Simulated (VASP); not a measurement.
Write the native input for VASP 6.6.1 that does the following.

| Item | Value |
| --- | --- |
| Task | single point |
| Functional | LDA |
| Potentials or basis | VASP PAW LDA potentials, release 64 (La, O) |
| Cutoff | 520 eV |
| k mesh | 6 × 6 × 4 |
| Occupations | gaussian, width 0.01 eV |
| Spin | no spin polarisation |
| Dipole correction | no |
| Further INCAR settings | ALGO = Normal; EDIFF = 1e-06; NBANDS = 28 |

The structure of La2O3 (A-type lanthanum oxide) lies in POSCAR:

```
La2O3
1.0
    3.8828741706      0.0000000000      0.0000000000
   -1.9414370853      3.3626676714      0.0000000000
    0.0000000000      0.0000000000      5.9503937270
La O
2 3
Direct
    0.3333333333      0.6666666667      0.2439707753
    0.6666666667      0.3333333333      0.7560292247
    0.3333333333      0.6666666667      0.6466019202
    0.6666666667      0.3333333333      0.3533980798
    0.0000000000      0.0000000000      0.0000000000
```

One way to write it, as run:

INCAR

```
ALGO     = Normal         # electronic algorithm
EDIFF    = 1E-6           # SCF threshold, eV
ENCUT    = 520            # plane-wave cutoff, eV
GGA      = CA             # functional
ISIF     = 2              # what is computed and relaxed
ISMEAR   = 0              # smearing method
LASPH    = True           # aspherical terms in the spheres
LCHARG   = False          # write CHGCAR
LREAL    = False          # projectors in reciprocal space
LWAVE    = False          # write WAVECAR
NBANDS   = 28             # bands
NELM     = 80             # most SCF steps
PREC     = Accurate       # precision mode
SIGMA    = 0.01           # smearing width, eV
```

KPOINTS

```
k-points
0
Gamma
  6 6 4
```

Potentials or basis: VASP PAW LDA potentials, release 64 (La, O).

Launch:

```bash
$ cat potpaw_LDA.64/La/POTCAR potpaw_LDA.64/O/POTCAR > POTCAR
$ mpirun -np 1 vasp_std > vasp.out
```

Results of the run:

```
Pressure               : 0.0 GPa
Largest force          : 0.012 eV/Å
Band gap on the k mesh : 3.73 eV, indirect (least direct gap 3.80 eV)
```

Caveat: spin-orbit coupling is left out, which moves the levels of the heavy elements.

It took 35 s on 1 thread of Intel(R) Xeon(R) 6975P-C (Granite Rapids), on a shared host, peak memory 0.2 GiB.
